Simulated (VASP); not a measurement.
# GaAs (F-43m) in VASP: further runs

The runs below take GaAs through single point, relaxation of cell and atoms, with PBEsol.

All numbers are computed with VASP 6.6.1; they aren't measurements. Logs are shortened: lines on timing, memory, paths and dates and some standing lists are left out, and cuts for length are marked.

## Step 1: The cell of the first run

It takes space group F-43m (No. 216, cubic). Conventional cell: a = 5.751 Å, b = 5.751 Å, c = 5.751 Å, α = 90.00°, β = 90.00°, γ = 90.00°. Within 3.3 Å of Ga (site symmetry -43m) lie 4 As at 2.49 Å. As (site symmetry -43m) has 4 Ga at 2.49 Å within 3.3 Å.

## Step 2: Single point, PBEsol

Contents of INCAR:

```
ALGO = Normal
EDIFF = 1E-6
ENCUT = 520
GGA = PS
ISIF = 2
ISMEAR = 0
LASPH = True
LCHARG = False
LREAL = False
LWAVE = False
NBANDS = 16
NELM = 100
PREC = Accurate
SIGMA = 0.01
```

Contents of KPOINTS:

```
k-points
0
Gamma
  10 10 10
```

Contents of POSCAR:

```
GaAs
1.0
    0.0000000000      2.8757276588      2.8757276588
    2.8757276588      0.0000000000      2.8757276588
    2.8757276588      2.8757276588      0.0000000000
Ga As
1 1
Direct
    0.0000000000      0.0000000000      0.0000000000
    0.7500000000      0.7500000000      0.7500000000
```

Potentials or basis: VASP PAW PBE potentials, release 64 (Ga_d, As).

Started as:

```bash
$ cat potpaw_PBE.64/Ga_d/POTCAR potpaw_PBE.64/As/POTCAR > POTCAR
$ mpirun -np 1 vasp_std > vasp.out
```

OUTCAR:

```text
EDIFF = 1E-6
   ENCUT = 520
   GGA = PS
   ISIF = 2
   ISMEAR = 0
   LASPH = True
   LREAL = False
   NELM = 100
   PREC = Accurate

 ion  position               nearest neighbor table
   1  0.000  0.000  0.000-   2 2.49   2 2.49   2 2.49   2 2.49
   2  0.750  0.750  0.750-   1 2.49   1 2.49   1 2.49   1 2.49

  LATTYP: Found a face centered cubic cell.
 ALAT       =     5.7514553176

  Lattice vectors:

 A1 = (   0.0000000000,   2.8757276588,   2.8757276588)
 A2 = (   2.8757276588,   0.0000000000,   2.8757276588)
 A3 = (   2.8757276588,   2.8757276588,   0.0000000000)

Analysis of symmetry for initial positions (statically):
=====================================================================
 Subroutine PRICEL returns:
 Original cell was already a primitive cell.

 Routine SETGRP: Setting up the symmetry group for a
 face centered cubic supercell.

 Subroutine GETGRP returns: Found 24 space group operations
 (whereof 24 operations were pure point group operations)
 out of a pool of 48 trial point group operations.

The static configuration has the point symmetry T_d .

Analysis of symmetry for dynamics (positions and initial velocities):
=====================================================================
 Subroutine PRICEL returns:
 Original cell was already a primitive cell.

 Routine SETGRP: Setting up the symmetry group for a
 face centered cubic supercell.

 Subroutine GETGRP returns: Found 24 space group operations
 (whereof 24 operations were pure point group operations)
 out of a pool of 48 trial point group operations.

The dynamic configuration has the point symmetry T_d .

 Subroutine INISYM returns: Found 24 space group operations
 (whereof 24 operations are pure point group operations),
 and found     1 'primitive' translations

----------------------------------------------------------------------------------------

                                     Primitive cell

  volume of cell :      47.5634

  direct lattice vectors                    reciprocal lattice vectors
     0.000000000  2.875727659  2.875727659    -0.173869037  0.173869037  0.173869037
     2.875727659  0.000000000  2.875727659     0.173869037 -0.173869037  0.173869037
     2.875727659  2.875727659  0.000000000     0.173869037  0.173869037 -0.173869037

  length of vectors
     4.066893057  4.066893057  4.066893057     0.301150007  0.301150007  0.301150007

  position of ions in fractional coordinates (direct lattice)
     0.000000000  0.000000000  0.000000000
     0.750000000  0.750000000  0.750000000

  ion indices of the primitive-cell ions
   primitive index   ion index
                 1           1
                 2           2

----------------------------------------------------------------------------------------

 KPOINTS: k-points

Automatic generation of k-mesh.
 Grid dimensions read from file:
 generate k-points for:   10   10   10

 Generating k-lattice:

  Cartesian coordinates                     Fractional coordinates (reciprocal lattice)
    -0.017386904  0.017386904  0.017386904     0.100000000  0.000000000  0.000000000
     0.017386904 -0.017386904  0.017386904     0.000000000  0.100000000  0.000000000
     0.017386904  0.017386904 -0.017386904     0.000000000  0.000000000  0.100000000

  Length of vectors
     0.030115001  0.030115001  0.030115001

  Shift w.r.t. Gamma in fractional coordinates (k-lattice)
     0.000000000  0.000000000  0.000000000

 Subroutine IBZKPT returns following result:
 ===========================================

 Found     47 irreducible k-points:

 Following reciprocal coordinates:
            Coordinates               Weight
  0.000000  0.000000  0.000000      1.000000
  0.100000  0.000000  0.000000      8.000000
  0.200000  0.000000  0.000000      8.000000
  0.300000  0.000000  0.000000      8.000000
  0.400000  0.000000  0.000000      8.000000
  0.500000  0.000000  0.000000      4.000000
[... 16 lines left out ...]
  0.300000  0.300000  0.000000      6.000000
  0.400000  0.300000  0.000000     24.000000
 [... further k-points ...]
   k-points           NKPTS =     47   k-points in BZ     NKDIM =     47   number of bands    NBANDS=     16
   number of dos      NEDOS =    301   number of ions     NIONS =      2
   total plane-waves  NPLWV =  27000
   dimension x,y,z NGX =    30 NGY =   30 NGZ =   30
   dimension x,y,z NGXF=    60 NGYF=   60 NGZF=   60
   ions per type =               1   1
   NGX,Y,Z   is equivalent  to a cutoff of  12.26, 12.26, 12.26 a.u.
   NGXF,Y,Z  is equivalent  to a cutoff of  24.53, 24.53, 24.53 a.u.
 SYSTEM =  unknown system
   PREC   = accura    normal or accurate (medium, high low for compatibility)
   ISTART =      0    job   : 0-new  1-cont  2-samecut
   ICHARG =      2    charge: 1-file 2-atom 10-const
   ISPIN  =      1    spin polarized calculation?
   LNONCOLLINEAR =      F non collinear calculations
   LSORBIT =      F    spin-orbit coupling
   LASPH  =      T    aspherical Exc in radial PAW
   ENCUT  =  520.0 eV  38.22 Ry    6.18 a.u.   7.56  7.56  7.56*2*pi/ulx,y,z
   NELM   =    100;   NELMIN=  2; NELMDL= -5     # of ELM steps
   EDIFF  = 0.1E-05   stopping-criterion for ELM
   LREAL  =      F    real-space projection
   EDIFFG = 0.1E-04   stopping-criterion for IOM
   NSW    =      0    number of steps for IOM
   IBRION =     -1    ionic relax: 0-MD 1-quasi-New 2-CG
   NFREE  =      0    steps in history (QN), initial steepest desc. (CG)
   ISIF   =      2    stress and relaxation
   ISYM   =      2    0-nonsym 1-usesym 2-fastsym
   POTIM  = 0.5000    time-step for ionic-motion
   TEBEG  =    0.0;   TEEND  =   0.0 temperature during run
   PSTRESS=    0.0 pullay stress
   NELECT =      18.0000    total number of electrons
   NUPDOWN=      -1.0000    fix difference up-down
   EMIN   =  10.00;   EMAX   =-10.00  energy-range for DOS
   EFERMI =   0.00;   METHOD = LEGACY
   ISMEAR =     0;   SIGMA  =   0.01  broadening in eV -4-tet -1-fermi 0-gaus
   EFERMI_NEDOS =   21; number of points for ismear=-14 and -15
   IALGO  =     38    algorithm
   IMIX   =      4    mixing-type and parameters
     AMIX     =   0.40;   BMIX     =  1.00
     AMIX_MAG =   1.60;   BMIX_MAG =  1.00
  volume/ion in A,a.u.               =      23.78       160.49
  Fermi-wavevector in a.u.,A,eV,Ry     =   1.184153  2.237725 19.078347  1.402219
  Thomas-Fermi vector in A             =   2.320373
   LORBIT       =      0    0 simple, 1 ext, 2 COOP (PROOUT), +10 PAW based schemes
   GGA     = PS    functional components
   LHFCALC =     F    Hartree Fock is set to
   AEXX    =    0.0000 exact exchange contribution
   IVDW    =     0    specifies the selected vdW correction
   LEPSILON=     F    determine dielectric tensor
   LRPA    =     F    only Hartree local field effects (RPA)
 non-spin polarized calculation
 Gauss-broadening in eV      SIGMA  =   0.01
  energy-cutoff  :      520.00
  volume of cell :       47.56
 maximum number of plane-waves:      1298
   NGX = 15   NGY = 15   NGZ = 15

 number of electron      17.9999989 magnetization

 Free energy of the ion-electron system (eV)
  ---------------------------------------------------
  ext. energy  EPLUGINS =         0.00000000
  ---------------------------------------------------
  free energy    TOTEN  =        -9.07147932 eV

  energy without entropy =       -9.07147932  energy(sigma->0) =       -9.07147932

 E-fermi :   3.3748     XC(G=0):  -9.5448

 val. band max:        3.3352172621   @ k =   0.0000   0.0000   0.0000
 cond. band min:       3.4143360077   @ k =   0.0000   0.0000   0.0000
 fundamental gap:      0.0791187457
 Fermi energy:         3.3747987945

 k-point     1 :       0.0000    0.0000    0.0000
  band No.  band energies     occupation
      1     -11.3533      2.00000
      2     -11.3533      2.00000
      3     -11.3533      2.00000
      4     -11.2852      2.00000
      5     -11.2852      2.00000
      6      -9.0587      2.00000
[... 8 lines left out ...]
     15      13.3147      0.00000
     16      13.3147      0.00000

 k-point     2 :       0.1000    0.0000    0.0000
  band No.  band energies     occupation
      1     -11.3604      2.00000
      2     -11.3513      2.00000
      3     -11.3513      2.00000
      4     -11.2853      2.00000
      5     -11.2853      2.00000
      6      -8.9493      2.00000
[... 8 lines left out ...]
     15      12.6514      0.00000
     16      12.6515      0.00000

 k-point     3 :       0.2000    0.0000    0.0000
  band No.  band energies     occupation
      1     -11.3779      2.00000
      2     -11.3465      2.00000
      3     -11.3465      2.00000
      4     -11.2852      2.00000
      5     -11.2852      2.00000
      6      -8.6352      2.00000
[... 8 lines left out ...]
     15      12.1669      0.00000
     16      12.1669      0.00000

 k-point     4 :       0.3000    0.0000    0.0000
  band No.  band energies     occupation
      1     -11.3981      2.00000
      2     -11.3413      2.00000
      3     -11.3413      2.00000
      4     -11.2843      2.00000
      5     -11.2843      2.00000
      6      -8.1670      2.00000
[... 8 lines left out ...]
     15      12.5098      0.00000
     16      12.5098      0.00000

 k-point     5 :       0.4000    0.0000    0.0000
  band No.  band energies     occupation
      1     -11.4134      2.00000
      2     -11.3379      2.00000
      3     -11.3379      2.00000
      4     -11.2827      2.00000
      5     -11.2827      2.00000
      6      -7.6739      2.00000
[... 8 lines left out ...]
     15      13.6624      0.00000
     16      13.6624      0.00000

 k-point     6 :       0.5000    0.0000    0.0000
  band No.  band energies     occupation
      1     -11.4190      2.00000
      2     -11.3368      2.00000
      3     -11.3368      2.00000
      4     -11.2819      2.00000
      5     -11.2819      2.00000
      6      -7.4362      2.00000
[... 8 lines left out ...]
     15      14.8945      0.00000
     16      14.8945      0.00000

 k-point     7 :       0.1000    0.1000    0.0000
  band No.  band energies     occupation
      1     -11.3647      2.00000
      2     -11.3495      2.00000
      3     -11.3495      2.00000
      4     -11.2867      2.00000
      5     -11.2841      2.00000
      6      -8.9128      2.00000
[... 8 lines left out ...]
     15      11.7725      0.00000
     16      13.4721      0.00000

 k-point     8 :       0.2000    0.1000    0.0000
  band No.  band energies     occupation
      1     -11.3789      2.00000
      2     -11.3455      2.00000
      3     -11.3446      2.00000
      4     -11.2881      2.00000
      5     -11.2832      2.00000
      6      -8.6665      2.00000
[... 8 lines left out ...]
     15      12.4712      0.00000
     16      13.1741      0.00000

 k-point     9 :       0.3000    0.1000    0.0000
  band No.  band energies     occupation
      1     -11.3968      2.00000
      2     -11.3411      2.00000
      3     -11.3392      2.00000
      4     -11.2883      2.00000
      5     -11.2821      2.00000
      6      -8.2460      2.00000
[... 8 lines left out ...]
     15      12.8607      0.00000
     16      13.2871      0.00000
[... 172 lines left out ...]
 k-point    19 :       0.5000    0.2000    0.0000
  band No.  band energies     occupation
      1     -11.4254      2.00000
      2     -11.3315      2.00000
      3     -11.3274      2.00000
      4     -11.2905      2.00000
      5     -11.2801      2.00000
      6      -7.2594      2.00000
[... 8 lines left out ...]
     15      14.8186      0.00000
     16      14.9664      0.00000

 k-point    20 :      -0.4000    0.2000    0.0000
  band No.  band energies     occupation
      1     -11.4248      2.00000
      2     -11.3323      2.00000
      3     -11.3286      2.00000
      4     -11.2871      2.00000
      5     -11.2830      2.00000
      6      -7.1935      2.00000
[... 8 lines left out ...]
     15      13.2040      0.00000
     16      14.5954      0.00000

 k-point    21 :      -0.3000    0.2000    0.0000
  band No.  band energies     occupation
      1     -11.4170      2.00000
      2     -11.3340      2.00000
      3     -11.3325      2.00000
      4     -11.2861      2.00000
      5     -11.2845      2.00000
      6      -7.5319      2.00000
[... 8 lines left out ...]
     15      13.2213      0.00000
     16      15.0636      0.00000

 k-point    22 :      -0.2000    0.2000    0.0000
  band No.  band energies     occupation
      1     -11.4040      2.00000
      2     -11.3385      2.00000
      3     -11.3369      2.00000
      4     -11.2876      2.00000
      5     -11.2834      2.00000
      6      -8.0049      2.00000
[... 8 lines left out ...]
     15      13.5821      0.00000
     16      14.2727      0.00000

 k-point    23 :       0.3000    0.3000    0.0000
  band No.  band energies     occupation
      1     -11.4198      2.00000
      2     -11.3266      2.00000
      3     -11.3266      2.00000
      4     -11.2980      2.00000
      5     -11.2780      2.00000
      6      -7.8532      2.00000
[... 8 lines left out ...]
     15      14.7162      0.00000
     16      15.3022      0.00000

 k-point    24 :       0.4000    0.3000    0.0000
  band No.  band energies     occupation
      1     -11.4303      2.00000
      2     -11.3228      2.00000
      3     -11.3216      2.00000
      4     -11.2997      2.00000
      5     -11.2770      2.00000
      6      -7.4499      2.00000
[... 8 lines left out ...]
     15      15.3719      0.00000
     16      15.6841      0.00000

 [... further k-points ...]

------------------------ aborting loop because EDIFF is reached ----------------------------------------

  FORCE on cell =-STRESS in cart. coord.  units (eV):
  Direction    XX          YY          ZZ          XY          YZ          ZX
  --------------------------------------------------------------------------------------
  -------------------------------------------------------------------------------------
  Total       -0.8558189     -0.8558189     -0.8558189      0.0000000      0.0000000     -0.0000000
  in kB      -28.8283108    -28.8283108    -28.8283108      0.0000000      0.0000000     -0.0000000
  external PRESSURE =     -28.8283108 kB  Pullay stress =       0.0000000 kB

 VOLUME and BASIS-vectors are now :
 -----------------------------------------------------------------------------
  energy-cutoff  :      520.00
  volume of cell :       47.56
      direct lattice vectors                 reciprocal lattice vectors
     0.000000000  2.875727659  2.875727659    -0.173869037  0.173869037  0.173869037
     2.875727659  0.000000000  2.875727659     0.173869037 -0.173869037  0.173869037
     2.875727659  2.875727659  0.000000000     0.173869037  0.173869037 -0.173869037

 POSITION                                       TOTAL-FORCE (eV/Angst)
 -----------------------------------------------------------------------------------
      0.00000      0.00000      0.00000         0.000000     -0.000000      0.000000
      4.31359      4.31359      4.31359        -0.000000      0.000000     -0.000000
 -----------------------------------------------------------------------------------
    total drift:                               -0.000001     -0.000001     -0.000001

  FREE ENERGIE OF THE ION-ELECTRON SYSTEM (eV)
  ---------------------------------------------------
  free  energy   TOTEN  =        -9.0714793159 eV

  energy  without entropy=       -9.0714793159  energy(sigma->0) =       -9.07147932
```

Run time: 66 s. Hardware: 1 thread of Intel Xeon 8259CL, shared host; peak memory 0.19 GiB.

Results:

* Free energy: -9.0715 eV
* Pressure: -2.9 GPa
* Band gap on the k mesh: 0.08 eV

Caveat: the PAW data sets were made with another functional, which shifts forces and pressure a little.

## Step 3: Single point, PBEsol

This run uses another cell than the first one, of 22.65 Å³/atom.

Contents of INCAR:

```
SYSTEM = GaAs
PREC = Accurate
ENCUT = 520
EDIFF = 1E-7
ISMEAR = 0
SIGMA = 0.01
LREAL = .FALSE.
LASPH = .TRUE.
NELM = 100
ALGO = Normal
ISIF = 2
LWAVE = .FALSE.
LCHARG = .FALSE.
GGA = PS
NBANDS = 16
```

Contents of KPOINTS:

```
regular mesh
0
G
  12 12 12
  0 0 0
```

Contents of POSCAR:

```
GaAs
1.0
    0.0000000000      2.8295586684      2.8295586684
    2.8295586684      0.0000000000      2.8295586684
    2.8295586684      2.8295586684      0.0000000000
Ga As
1 1
Direct
    0.0000000000      0.0000000000      0.0000000000
    0.7500000000      0.7500000000      0.7500000000
```

Potentials or basis: VASP PAW PBE potentials, release 64 (Ga_d, As).

Started as:

```bash
$ cat potpaw_PBE.64/Ga_d/POTCAR potpaw_PBE.64/As/POTCAR > POTCAR
$ mpirun -np 1 vasp_std > vasp.out
```

It took 1.7 min on 1 thread of Intel Xeon 8259CL, shared host; peak memory 0.2 GiB.

It converged, with:

| Quantity | Value |
| --- | --- |
| Free energy | -9.0925 eV |
| Pressure | 0.2 GPa |
| Band gap on the k mesh | 0.43 eV |

Levels at points of the mesh, in eV from the valence-band top:
```
           k point  band 5  band 6  band 7  band 8  band 9  band 10  band 11  band 12  band 13  band 14
(0.00, 0.00, 0.00)  -14.69  -12.73    0.00    0.00    0.00     0.43     3.69     3.69     3.69     7.38
(0.50, 0.00, 0.00)  -14.68  -10.96   -6.66   -1.14   -1.14     0.92     4.58     4.58     7.58    10.25
(0.50, 0.50, 0.00)  -14.68  -10.22   -6.84   -2.69   -2.69     1.36     1.57    10.11    10.11    10.85
```

Caveat: the PAW data sets were made with another functional, which shifts forces and pressure a little.

[end of part 1 of 2]
